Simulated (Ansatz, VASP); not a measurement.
**Two plane-wave programs on Ge**

```xyz
2
Lattice="0.0000 2.8379 2.7315 2.8379 0.0000 2.7315 2.8379 2.8379 0.0000" Properties=species:S:1:pos:R:3 pbc="T T T"
Ge    2.8379    2.8379    2.7315
Ge    4.2568    4.2568    4.0972
```

Change from the starting cell: strain -0.0375 x Voigt [0, 0, 1, 0, 0, 0], atoms carried along.

Alike in both runs: task single point; functional PBEsol; k mesh 18 × 18 × 18; occupations gaussian, width 0.15 eV; no spin polarisation.

|  | VASP | Ansatz |
| --- | --- | --- |
| version | VASP 6.6.1 | Ansatz 0.2.0 |
| potentials or method | VASP PAW PBE potentials, release 64 (Ge_d), cutoff 520 eV | scalar-relativistic, plane waves, PAW |
| valence electrons in the cell | 28 | 28 |

Ansatz gave:

- gap on the k mesh at the Fermi level (eV): none
- pressure (GPa): 2.8
- traceless stress, the component that is largest in VASP (GPa): 1.71

Q: Which values does VASP return?

A: gap on the k mesh at the Fermi level (eV): none; pressure (GPa): 2.7; traceless stress, the component that is largest in VASP (GPa): 1.72.

VASP's potentials were made for PBE, not for PBEsol. A gap of «none» marks a metal or a gap that the smearing closes.
